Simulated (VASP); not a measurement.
# Cu (Fm-3m) in VASP: a series of runs

The runs below take Cu through electric field gradients, with PBEsol.

Program: VASP 6.6.1. These are calculated values, not measurements. Logs are shortened: lines on timing, memory, paths and dates and some standing lists are left out, and cuts for length are marked.

## (1) The cell of the first run

It takes space group Fm-3m (No. 225, cubic). The conventional cell has a = 3.639 Å, b = 3.639 Å, c = 3.639 Å, α = 90.00°, β = 90.00°, γ = 90.00°. Within 3.4 Å of Cu (site symmetry m-3m) lie 12 Cu at 2.57 Å.

## (2) Electric field gradients, PBEsol (volume scaled by 1.02)

INCAR reads:

```
SYSTEM = Cu
ALGO = Normal ; EDIFF = 1E-8
ENCUT = 520 ; GGA = PS
ISIF = 2 ; ISMEAR = -1
LASPH = .True. ; LCHARG = .False.
LEFG = .True. ; LREAL = .False.
LWAVE = .False. ; NBANDS = 12
NELM = 80 ; PREC = Accurate
SIGMA = 0.03
```

KPOINTS reads:

```
k-points
0
Gamma
  17 17 17
  0 0 0
```

POSCAR reads:

```
Cu
1.0
    0.0000000000      1.8194705475      1.8194705475
    1.8194705475      0.0000000000      1.8194705475
    1.8194705475      1.8194705475      0.0000000000
Cu
1
Direct
    0.0000000000      0.0000000000      0.0000000000
```

Potentials or basis: VASP PAW PBE potentials, release 64 (Cu).

On the command line:

```sh
cat potpaw_PBE.64/Cu/POTCAR > POTCAR
mpirun -np 1 vasp_std > vasp.out
```

OUTCAR:

```text
SYSTEM = Cu
   EDIFF = 1E-8
   ENCUT = 520
   GGA = PS
   ISIF = 2
   ISMEAR = -1
   LASPH = .True.
   LREAL = .False.
   NELM = 80
   PREC = Accurate

 ion  position               nearest neighbor table
   1  0.000  0.000  0.000-

  LATTYP: Found a face centered cubic cell.
 ALAT       =     3.6389410950

  Lattice vectors:

 A1 = (   0.0000000000,   1.8194705475,   1.8194705475)
 A2 = (   1.8194705475,   0.0000000000,   1.8194705475)
 A3 = (   1.8194705475,   1.8194705475,   0.0000000000)

Analysis of symmetry for initial positions (statically):
=====================================================================
 Subroutine PRICEL returns:
 Original cell was already a primitive cell.

 Routine SETGRP: Setting up the symmetry group for a
 face centered cubic supercell.

 Subroutine GETGRP returns: Found 48 space group operations
 (whereof 48 operations were pure point group operations)
 out of a pool of 48 trial point group operations.

The static configuration has the point symmetry O_h .

Analysis of symmetry for dynamics (positions and initial velocities):
=====================================================================
 Subroutine PRICEL returns:
 Original cell was already a primitive cell.

 Routine SETGRP: Setting up the symmetry group for a
 face centered cubic supercell.

 Subroutine GETGRP returns: Found 48 space group operations
 (whereof 48 operations were pure point group operations)
 out of a pool of 48 trial point group operations.

The dynamic configuration has the point symmetry O_h .

 Subroutine INISYM returns: Found 48 space group operations
 (whereof 48 operations are pure point group operations),
 and found     1 'primitive' translations

----------------------------------------------------------------------------------------

                                     Primitive cell

  volume of cell :      12.0466

  direct lattice vectors                    reciprocal lattice vectors
     0.000000000  1.819470547  1.819470547    -0.274805218  0.274805218  0.274805218
     1.819470547  0.000000000  1.819470547     0.274805218 -0.274805218  0.274805218
     1.819470547  1.819470547  0.000000000     0.274805218  0.274805218 -0.274805218

  length of vectors
[... 120 lines left out ...]
  ---------------------------------------------------
  ext. energy  EPLUGINS =         0.00000000
  ---------------------------------------------------
  free energy    TOTEN  =        -4.28893038 eV

  energy without entropy =       -4.28799584  energy(sigma->0) =       -4.28846311

 E-fermi :   7.2247     XC(G=0): -12.7938

 val. band max:        7.1172905731   @ k =  -0.4706   0.1176   0.0588
 cond. band min:       7.2420512261   @ k =  -0.3529   0.1765   0.0000
 fundamental gap:      0.1247606529
 Fermi energy:         7.2246644937

 k-point     1 :       0.0000    0.0000    0.0000
  band No.  band energies     occupation
      1      -2.0807      2.00000
      2       4.1816      2.00000
      3       4.1816      2.00000
      4       4.1816      2.00000
      5       4.9879      2.00000
      6       4.9879      2.00000
      7      29.5819      0.00000
      8      32.0420      0.00000
      9      32.0420      0.00000
     10      32.0420      0.00000
     11      34.5040      0.00000
     12      34.5040      0.00000
[... 331 lines left out ...]
 k-point    24 :      -0.1176    0.0588    0.0000
  band No.  band energies     occupation
      1      -1.3059      2.00000
      2       4.0242      2.00000
      3       4.3086      2.00000
      4       4.3125      2.00000
      5       4.8850      2.00000
      6       5.0237      2.00000
      7      25.1533      0.00000
      8      27.6567      0.00000
      9      31.2636      0.00000
     10      32.4637      0.00000
     11      35.0617      0.00000
     12      35.4653      0.00000

 [... further k-points ...]
[... 5 lines left out ...]
  --------------------------------------------------------------------------------------
  -------------------------------------------------------------------------------------
  Total       -0.6424394     -0.6424394     -0.6424394      0.0000000     -0.0000000     -0.0000000
  in kB      -85.4432308    -85.4432308    -85.4432308      0.0000000     -0.0000000     -0.0000000
  external PRESSURE =     -85.4432308 kB  Pullay stress =       0.0000000 kB

 VOLUME and BASIS-vectors are now :
 -----------------------------------------------------------------------------
  energy-cutoff  :      520.00
  volume of cell :       12.05
      direct lattice vectors                 reciprocal lattice vectors
     0.000000000  1.819470547  1.819470547    -0.274805218  0.274805218  0.274805218
     1.819470547  0.000000000  1.819470547     0.274805218 -0.274805218  0.274805218
     1.819470547  1.819470547  0.000000000     0.274805218  0.274805218 -0.274805218

 POSITION                                       TOTAL-FORCE (eV/Angst)
 -----------------------------------------------------------------------------------
      0.00000      0.00000      0.00000         0.000000      0.000000      0.000000
 -----------------------------------------------------------------------------------
    total drift:                                0.000000      0.000000      0.000000

  FREE ENERGIE OF THE ION-ELECTRON SYSTEM (eV)
  ---------------------------------------------------
  free  energy   TOTEN  =        -4.2889303812 eV

  energy  without entropy=       -4.2879958374  energy(sigma->0) =       -4.28846311

 Electric field gradients (V/A^2)
---------------------------------------------------------------------
 ion       V_xx      V_yy      V_zz      V_xy      V_xz      V_yz
---------------------------------------------------------------------
   1       0.000     0.000    -0.000     0.002     0.002     0.002
---------------------------------------------------------------------

 Electric field gradients after diagonalization (V/A^2)
 (convention: |V_zz| > |V_xx| > |V_yy|)
----------------------------------------------------------------------
 ion       V_xx      V_yy      V_zz     asymmetry (V_yy - V_xx)/ V_zz
----------------------------------------------------------------------
   1      -0.002    -0.002     0.005       0.000
----------------------------------------------------------------------

           NMR quadrupolar parameters

 Cq : quadrupolar parameter    Cq=e*Q*V_zz/h
 eta: asymmetry parameters     (V_yy - V_xx)/ V_zz
 Q  : nuclear electric quadrupole moment in mb (millibarn)
----------------------------------------------------------------------
 ion       Cq(MHz)       eta       Q (mb)
----------------------------------------------------------------------
   1       0.000       0.000       1.000
----------------------------------------------------------------------
```

stdout:

```text
POSCAR found type information on POSCAR Cu
 POSCAR found :  1 types and       1 ions
 scaLAPACK will be used
 -----------------------------------------------------------------------------
|                                                                             |
|                                                                             |
|     You enforced a specific xc type in the INCAR file but a different       |
|     I HOPE YOU KNOW WHAT YOU ARE DOING!                                     |
|                                                                             |
 -----------------------------------------------------------------------------

 LDA part: xc-table for (Slater+PW92), standard interpolation
 POSCAR, INCAR and KPOINTS ok, starting setup
 FFT: planning ... GRIDC
 FFT: planning ... GRID_SOFT
 FFT: planning ... GRID
 WAVECAR not read
 entering main loop
ion   1
```

Wall time 14 s (1 thread of Intel Xeon Platinum 8488C (Sapphire Rapids), shared host); peak memory 0.14 GiB.

What came out:

```yaml
Free_energy: -4.2889 eV
Pressure: -8.5 GPa
```

Caveat: without QUAD_EFG the Cq values of the log hold for a quadrupole moment of 1 mb, not for the nuclei; the PAW data sets were made with another functional, which shifts forces and pressure a little.

## (3) Electric field gradients, PBEsol (volume scaled by 1.06)

INCAR reads:

```
SYSTEM = Cu
PREC = Accurate
ENCUT = 520
EDIFF = 1E-8
ISMEAR = -1
SIGMA = 0.03
LREAL = .False.
LASPH = .True.
NELM = 100
ALGO = Normal
ISIF = 2
LWAVE = .False.
LCHARG = .False.
GGA = PS
LEFG = .True.
NBANDS = 12
```

KPOINTS reads:

```
regular mesh
0
Gamma
  17 17 17
  0 0 0
```

POSCAR reads:

```
Cu
1.0
    0.0000000000      1.8429501765      1.8429501765
    1.8429501765      0.0000000000      1.8429501765
    1.8429501765      1.8429501765      0.0000000000
Cu
1
Direct
    0.0000000000      0.0000000000      0.0000000000
```

Potentials or basis: VASP PAW PBE potentials, release 64 (Cu).

On the command line:

```sh
cat potpaw_PBE.64/Cu/POTCAR > POTCAR
mpirun -np 1 vasp_std > vasp.out
```

OUTCAR:

```text
SYSTEM = Cu
   PREC = Accurate
   ENCUT = 520
   EDIFF = 1E-8
   ISMEAR = -1
   LREAL = .False.
   LASPH = .True.
   NELM = 100
   ISIF = 2
   GGA = PS

 ion  position               nearest neighbor table
   1  0.000  0.000  0.000-

  LATTYP: Found a face centered cubic cell.
 ALAT       =     3.6859003530

  Lattice vectors:

 A1 = (   0.0000000000,   1.8429501765,   1.8429501765)
 A2 = (   1.8429501765,   0.0000000000,   1.8429501765)
 A3 = (   1.8429501765,   1.8429501765,   0.0000000000)

[... 563 lines left out ...]
    total drift:                                0.000000      0.000000      0.000000

  FREE ENERGIE OF THE ION-ELECTRON SYSTEM (eV)
  ---------------------------------------------------
  free  energy   TOTEN  =        -4.2575936742 eV

  energy  without entropy=       -4.2564194877  energy(sigma->0) =       -4.25700658

 Electric field gradients (V/A^2)
---------------------------------------------------------------------
 ion       V_xx      V_yy      V_zz      V_xy      V_xz      V_yz
---------------------------------------------------------------------
   1       0.000    -0.000    -0.000     0.002     0.002     0.002
---------------------------------------------------------------------

 Electric field gradients after diagonalization (V/A^2)
 (convention: |V_zz| > |V_xx| > |V_yy|)
----------------------------------------------------------------------
 ion       V_xx      V_yy      V_zz     asymmetry (V_yy - V_xx)/ V_zz
----------------------------------------------------------------------
   1      -0.002    -0.002     0.003       0.000
----------------------------------------------------------------------

           NMR quadrupolar parameters

 Cq : quadrupolar parameter    Cq=e*Q*V_zz/h
 eta: asymmetry parameters     (V_yy - V_xx)/ V_zz
 Q  : nuclear electric quadrupole moment in mb (millibarn)
----------------------------------------------------------------------
 ion       Cq(MHz)       eta       Q (mb)
----------------------------------------------------------------------
   1       0.000       0.000       1.000
----------------------------------------------------------------------
```

stdout:

```text
POSCAR found type information on POSCAR Cu
 POSCAR found :  1 types and       1 ions
 scaLAPACK will be used
 -----------------------------------------------------------------------------
|                                                                             |
|                                                                             |
|     You enforced a specific xc type in the INCAR file but a different       |
|     I HOPE YOU KNOW WHAT YOU ARE DOING!                                     |
|                                                                             |
 -----------------------------------------------------------------------------

 LDA part: xc-table for (Slater+PW92), standard interpolation
 POSCAR, INCAR and KPOINTS ok, starting setup
 FFT: planning ... GRIDC
 FFT: planning ... GRID_SOFT
 FFT: planning ... GRID
 WAVECAR not read
 entering main loop
ion   1
```

Run time: 17 s. Hardware: 1 thread of Intel Xeon Platinum 8488C (Sapphire Rapids), shared host; peak memory 0.14 GiB.

What came out:

```yaml
Free_energy: -4.2576 eV
Pressure: -12.7 GPa
```

Levels at points of the mesh, in eV from the Fermi level:
```csv
k point,band 3,band 4,band 5,band 6,band 7,band 8,band 9,band 10
"(0.00, 0.00, 0.00)",-2.92,-2.92,-2.16,-2.16,22.06,24.23,24.23,24.23
```

Caveat: without QUAD_EFG the Cq values of the log hold for a quadrupole moment of 1 mb, not for the nuclei; the PAW data sets were made with another functional, which shifts forces and pressure a little.
